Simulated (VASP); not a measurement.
The system is Fe.

```
Fe
1.0
     0.00000    2.51451    2.51451
     2.51451    0.00000    2.51451
     2.51451    2.51451    0.00000
Fe
2
Direct
  0.12500 0.12500 0.12500
  0.87500 0.87500 0.87500
```

This isn't the form of Fe at room conditions, which is bcc.

- Program: VASP 6.6.1
- Task: relaxation of cell and atoms
- Functional: LDA
- Potentials or basis: VASP PAW LDA potentials, release 64 (Fe_sv)
- Cutoff: 600 eV
- k mesh: 11 × 11 × 11
- Occupations: fermi-dirac, width 0.1 eV
- Spin: no spin polarisation

At the start: pressure -23.8 GPa; volume 15.90 Å³/atom.

How do energy, volume and symmetry change on relaxing?

Over 7 steps the energy falls by 219.8 meV/atom and the volume is 13.37 Å³/atom (-15.9 %); space group Fd-3m (No. 227, to 0.1 Å) before and after.

The path:
```
step  energy change (eV)  largest force (eV/Å)  pressure (GPa)  volume (Å³)
   1              0.0000                0.0000          -23.79        31.80
   2              0.2531                0.0000           56.52        22.12
   3             -0.4388                0.0000           -1.43        26.93
   4             -0.4396                0.0000           -0.23        26.78
   5             -0.4395                0.0000            0.47        26.69
   6             -0.4395                0.0000           -0.56        26.82
   7             -0.4396                0.0000            0.04        26.74
```

Final structure:
```cif
data_structure
_symmetry_space_group_name_H-M 'P 1'
_symmetry_Int_Tables_number 1
_cell_length_a 3.3567
_cell_length_b 3.3567
_cell_length_c 3.3567
_cell_angle_alpha 60.000
_cell_angle_beta 60.000
_cell_angle_gamma 60.000
_cell_volume 26.74
loop_
_atom_site_label
_atom_site_type_symbol
_atom_site_fract_x
_atom_site_fract_y
_atom_site_fract_z
_atom_site_occupancy
Fe1 Fe 0.12500 0.12500 0.12500 1
Fe2 Fe 0.87500 0.87500 0.87500 1
```

Caveat: the volume moved by over 15 % at a fixed basis, so the end points are rough; the run has no spin polarisation, though such a crystal can be magnetic.
